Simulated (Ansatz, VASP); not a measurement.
Y: VASP beside Ansatz

```
Y
1.0
     0.00000    2.49096    2.49096
     2.49096    0.00000    2.49096
     2.49096    2.49096    0.00000
Y
1
Direct
  0.00000 0.00000 0.00000
```

Alike in both runs: functional PBEsol; k mesh 11 × 11 × 11; occupations fermi-dirac, width 0.1 eV; no spin polarisation.

Ansatz relaxed the structure, and its values are those at the end. VASP's run is a single point on that final structure, the one shown.

|  | VASP | Ansatz |
| --- | --- | --- |
| version | VASP 6.6.1 | Ansatz 0.2.0 |
| potentials or method | VASP PAW PBE potentials, release 64 (Y_sv), cutoff 520 eV | plane waves (420 eV) with PAW, scalar-relativistic |
| valence electrons in the cell | 11 | 11 |

Ansatz gave:

* pressure (GPa): 0.0

What did VASP give for the same quantities?

Pressure (GPa): -0.1.

VASP's potentials were made for PBE, not for PBEsol, and Ansatz warns of the same on its side. The functional is the same, so the differences come from potentials, cutoffs and numerics.
